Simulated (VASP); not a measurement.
Write the native input for VASP 6.6.1 that does the following.

* Task: single point
* Functional: PBE
* Potentials or basis: VASP PAW PBE potentials, release 64 (Ca_sv, Ge_d, N)
* Cutoff: 520 eV
* k mesh: 6 × 6 × 4
* Occupations: gaussian, width 0.1 eV
* Spin: no spin polarisation
* Dipole correction: no
* Further INCAR settings: ALGO = Normal; EDIFF = 1e-06; NBANDS = 34

The structure of Ca2Ge2N lies in POSCAR:

```
Ca2Ge2N
1.0
    4.4027262400      0.0000000000      0.0000000000
   -2.2013631200      3.8128727700      0.0000000000
    0.0000000000      0.0000000000      6.0388518000
Ca Ge N
2 2 1
Direct
    0.0000000000      0.0000000000      0.8856133500
    0.3333333300      0.6666666700      0.3337536400
    0.3333333300      0.6666666700      0.8861397500
    0.0000000000      0.0000000000      0.1997172700
    0.6666666700      0.3333333300      0.6587647000
```

The cell was built from a structure type or drawn by symmetry, and may not be a known phase.

The input as run:

INCAR

```
SYSTEM = Ca2Ge2N
PREC = Accurate
ENCUT = 520
EDIFF = 1E-6
ISMEAR = 0
SIGMA = 0.1
LREAL = .FALSE.
LASPH = .TRUE.
NELM = 80
ALGO = Normal
ISIF = 2
LWAVE = .FALSE.
LCHARG = .FALSE.
GGA = PE
NBANDS = 34
```

KPOINTS

```
Automatic mesh
0
G
  6 6 4
  0 0 0
```

Potentials or basis: VASP PAW PBE potentials, release 64 (Ca_sv, Ge_d, N).

The run is started by

```bash
$ cat potpaw_PBE.64/Ca_sv/POTCAR potpaw_PBE.64/Ge_d/POTCAR potpaw_PBE.64/N/POTCAR > POTCAR
$ mpirun -np 1 vasp_std > vasp.out
```

Results of the run:

| Quantity | Value |
| --- | --- |
| Pressure | 21.7 GPa |
| Largest force | 16.338 eV/Å |
| Band gap on the k mesh | zero (an odd number of electrons rules out a gap without spin polarisation) |

Caveat: the cell stands under pressure; forces of over 1 eV/Å act on the atoms, so gaps and moduli don't describe the material at rest.

Wall time 42 s on 1 thread of AMD EPYC 9R45 96-Core Processor (Zen 5), with other jobs on the host, peak memory 0.24 GiB.
